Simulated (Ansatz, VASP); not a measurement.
**LaTe in VASP and in Ansatz**

```xyz
2
Lattice="0.0000 3.2217 3.2217 3.2217 0.0000 3.2217 3.2217 3.2217 0.0000" Properties=species:S:1:pos:R:3 pbc="T T T"
La    0.0000    0.0000    0.0000
Te    3.2217    3.2217    3.2217
```

Change from the starting cell: volume scaled by 1.01.

Alike in both runs: task single point; functional LDA; k mesh 10 × 10 × 10; occupations fermi-dirac, width 0.08 eV; no spin polarisation.

```csv
,VASP,Ansatz
version,VASP 6.6.1,Ansatz 0.2.0
potentials or method,"VASP PAW LDA potentials, release 64 (La, Te), cutoff 520 eV","all-electron LAPW, scalar-relativistic"
```

|  | VASP | Ansatz | Ansatz less VASP |
| --- | --- | --- | --- |
| pressure (GPa) | -2.7 | -2.7 | -0.03 |

LDA's correlation is that of Perdew and Zunger in VASP and of Perdew and Wang (1992) in Ansatz. Ansatz ran all-electron here, and VASP with PAW potentials.

Neither program's run includes spin-orbit coupling.
